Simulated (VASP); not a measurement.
The system is Y2MgC2.

```xyz
5
Lattice="2.4049 1.3885 4.9445 -2.4049 1.3885 4.9445 0.0000 -2.7769 4.9445" Properties=species:S:1:pos:R:3 pbc="T T T"
Y     0.0000    0.0000    3.9768
Y     0.0000    0.0000   10.8568
Mg    0.0000    0.0000    7.4168
C     0.0000    0.0000   13.0556
C     0.0000    0.0000    1.7780
```

The cell was generated, and may not be a known phase.

* Program: VASP 6.6.1
* Task: relaxation of cell and atoms
* Functional: PBE
* Potentials or basis: VASP PAW PBE potentials, release 64 (Y_sv, Mg, C)
* Cutoff: 600 eV
* k mesh: 6 × 6 × 6
* Occupations: gaussian, width 0.1 eV
* Spin: no spin polarisation

At the start: pressure -6.9 GPa; volume 19.81 Å³/atom.

Problem. How do energy, volume and symmetry change on relaxing?

Solution. Over 24 steps the energy falls by 720.7 meV/atom and the volume is 18.81 Å³/atom (-5.1 %); space group R-3m (No. 166, to 0.1 Å) before and after.

The path:
```tsv
step	energy change (eV)	largest force (eV/Å)	pressure (GPa)	volume (Å³)
1	0.0000	1.6962	-6.92	99.06
2	-1.6658	1.2246	-2.65	86.90
3	-2.3263	1.1377	9.01	77.06
4	-2.9884	0.1176	3.71	83.06
5	-3.0540	0.4729	3.44	85.14
6	-2.9814	1.1854	4.40	89.09
7	-3.0541	0.7374	3.64	86.55
8	-3.1028	0.2748	-3.69	93.25
9	-3.1291	0.4389	-1.20	90.68
10	-3.2128	0.2610	-0.89	91.09
11	-3.3918	0.3134	-0.49	91.97
12	-2.9276	2.0031	-1.24	92.25
13	-3.3830	0.6768	-0.93	92.14
14	-3.4569	0.6050	0.82	91.48
15	-3.4807	0.5227	3.09	90.55
16	-3.5357	0.5091	0.84	93.66
17	-3.5394	0.5132	0.06	94.76
18	-3.5591	0.3583	0.24	94.89
19	-3.5790	0.3137	0.69	95.19
20	-3.5861	0.0888	-1.20	96.75
21	-3.5869	0.1442	-0.74	96.36
22	-3.5951	0.1142	-0.52	95.67
23	-3.6030	0.0478	-0.15	94.37
24	-3.6033	0.0289	-0.05	94.04
```

Final structure:
```
Y Mg C
1.0
     1.87547    1.08280    7.71796
    -1.87547    1.08280    7.71796
     0.00000   -2.16560    7.71796
Y Mg C
2 1 2
Direct
  0.26086 0.26086 0.26086
  0.73914 0.73914 0.73914
  0.50000 0.50000 0.50000
  0.88973 0.88973 0.88973
  0.11027 0.11027 0.11027
```

Caveat: a cell axis changed by over 15 % at a fixed basis, so the end point is rough.
